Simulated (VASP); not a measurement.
A run of VASP 6.6.1:

File INCAR:

```
SYSTEM = Se
PREC = Accurate
ENCUT = 520
EDIFF = 1E-6
ISMEAR = -1
SIGMA = 0.08
LREAL = .False.
LASPH = .True.
NELM = 100
ALGO = Normal
ISIF = 2
LWAVE = .False.
LCHARG = .True.
GGA = CA
LELF = .True.
LVHAR = .True.
NBANDS = 9
```

The input KPOINTS:

```
regular mesh
0
Gamma
  15 15 15
  0 0 0
```

POSCAR

```
Se
1.0
   -1.6810373378      1.6810373378      1.6810373378
    1.6810373378     -1.6810373378      1.6810373378
    1.6810373378      1.6810373378     -1.6810373378
Se
1
Direct
    0.0000000000      0.0000000000      0.0000000000
```

Potentials or basis: VASP PAW LDA potentials, release 64 (Se).

Command:

```console
$ cat potpaw_LDA.64/Se/POTCAR > POTCAR
$ mpirun -np 1 vasp_std > vasp.out
```

Hardware: 1 thread of Intel(R) Xeon(R) Platinum 8488C (Sapphire Rapids), on a shared host.

Task: Estimate the wall time of this run.

Result: Wall time 7.2 s on 1 thread of Intel(R) Xeon(R) Platinum 8488C (Sapphire Rapids) (shared host), peak memory 0.13 GiB. Counts: scf iterations 9, k points 120.
